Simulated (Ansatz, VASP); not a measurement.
One calculation of Zr3Sb4, two programs

```xyz
7
Lattice="4.6122 0.0000 0.0000 0.0000 4.6122 0.0000 0.0000 0.0000 10.6893" Properties=species:S:1:pos:R:3 pbc="T T T"
Zr    0.0000    0.0000    8.9063
Zr    2.3061    2.3061    5.3446
Zr    0.0000    0.0000    1.7829
Sb    2.3061    0.0000    6.9776
Sb    0.0000    2.3061    3.7117
Sb    2.3061    0.0000    0.0759
Sb    0.0000    2.3061   10.6134
```

Change from the starting cell: ordered vacancies on the cation sites of zinc blende (P-4m2, No. 115).

Alike in both runs: functional PBE; k mesh 4 × 4 × 2; occupations gaussian, width 0.1 eV; no spin polarisation.

Ansatz relaxed the structure, and its values are those at the end. VASP's run is a single point on that final structure, the one shown.

```csv
,VASP,Ansatz
version,VASP 6.6.1,Ansatz 0.2.0
potentials or method,"VASP PAW PBE potentials, release 64 (Zr_sv, Sb), cutoff 520 eV","scalar-relativistic, plane waves, PAW"
valence electrons in the cell,56,96
```

|  | VASP | Ansatz | Ansatz less VASP |
| --- | --- | --- | --- |
| gap on the k mesh at the Fermi level (eV) | none | none | - |
| pressure (GPa) | 0.0 | 0.0 | -0.03 |
| rms of the force components (eV/Å) | 0.008 | 0.008 | +0.0006 |

A gap of «none» marks a metal or a gap that the smearing closes. VASP's potentials hold 56 valence electrons a cell and Ansatz's 96, so a difference there can come from the potentials and not from the codes.

Spin-orbit coupling is off throughout.
